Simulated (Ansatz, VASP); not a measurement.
Nb in VASP and in Ansatz

```xyz
1
Lattice="0.0000 2.2842 2.2842 2.2842 0.0000 2.2842 2.2842 2.2842 0.0000" Properties=species:S:1:pos:R:3 pbc="T T T"
Nb    0.0000    0.0000    0.0000
```

Change from the starting cell: strain +0.080 along x and y, +0.080 along z, atoms carried along.

Alike in both runs: task single point; functional r2SCAN; k mesh 20 × 20 × 20; occupations gaussian, width 0.15 eV; no spin polarisation.

|  | VASP | Ansatz |
| --- | --- | --- |
| version | VASP 6.6.1 | Ansatz 0.2.0 |
| potentials or method | VASP PAW PBE potentials, release 64 (Nb_sv), cutoff 520 eV | scalar-relativistic, plane waves, PAW |
| valence electrons in the cell | 13 | 13 |

```tsv
	VASP	Ansatz	Ansatz less VASP
gap on the k mesh at the Fermi level (eV)	none	none	-
pressure (GPa)	-26.2	-26.1	+0.13
```

VASP's potentials were made for PBE, not for r2SCAN. A gap of «none» marks a metal or a gap that the smearing closes. With one functional, cell and mesh, what is left measures potentials, basis and numerics.
